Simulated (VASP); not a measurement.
Input of a VASP 6.6.1 run:

Contents of INCAR:

```
  PREC = Accurate
  ENCUT = 520
  EDIFF = 1E-7
  ISMEAR = -1
  SIGMA = 0.05
  LREAL = F
  LASPH = T
  NELM = 60
  ALGO = Normal
  ISIF = 2
  LWAVE = F
  LCHARG = F
  GGA = RP
  IVDW = 13
  NBANDS = 21
```

Contents of KPOINTS:

```
regular mesh
0
Gamma
  11 11 11
```

Contents of POSCAR:

```
Ge
1.0
   -2.5596624378      2.5596624378      1.3904113259
    2.5596624378     -2.5596624378      1.3904113259
    2.5596624378      2.5596624378     -1.3904113259
Ge
2
Direct
    0.5000000000      0.5000000000      0.0000000000
    0.2500000000      0.7500000000      0.5000000000
```

Potentials or basis: VASP PAW PBE potentials, release 64 (Ge_d).

Launch:

```console
$ cat potpaw_PBE.64/Ge_d/POTCAR > POTCAR
$ mpirun -np 1 vasp_std > vasp.out
```

Task: Estimate the dispersion energy per atom.

Result: -0.775 eV.

Task: What does it give for the band gap on the k mesh?

Result: Zero (band 14 reaches 8.91 eV, above the bottom of band 15 at 4.05 eV).

Task: What does it give for the pressure?

Result: 0.0 GPa.

Caveat: the PAW data sets were made with another functional, which shifts forces and pressure a little; pairwise dispersion overbinds metals, which lowers pressure and volume.
